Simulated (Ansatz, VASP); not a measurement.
## One calculation of LiCl, two programs

```
Li Cl
1.0
     0.00000    2.57514    2.57514
     2.57514    0.00000    2.57514
     2.57514    2.57514    0.00000
Li Cl
1 1
Direct
  0.00000 0.00000 0.00000
  0.50000 0.50000 0.50000
```

Alike in both runs: task single point; functional PBEsol; k mesh 8 × 8 × 8; occupations gaussian, width 0.02 eV; no spin polarisation.

|  | VASP | Ansatz |
| --- | --- | --- |
| version | VASP 6.6.1 | Ansatz 0.2.0 |
| potentials or method | VASP PAW PBE potentials, release 64 (Li_sv, Cl), cutoff 520 eV | scalar-relativistic, plane waves, PAW |
| valence electrons in the cell | 10 | 10 |

Ansatz gave:

| Item | Value |
| --- | --- |
| gap on the k mesh at the Fermi level (eV) | 6.06 |
| least direct gap on the mesh (eV) | 6.06 |

Q: What did VASP give for the same quantities?

A: gap on the k mesh at the Fermi level (eV): 6.07; least direct gap on the mesh (eV): 6.07.

VASP's potentials were made for PBE, not for PBEsol.

Noted on VASP's run: the cutoff is short for stress, so the pressure is rough.
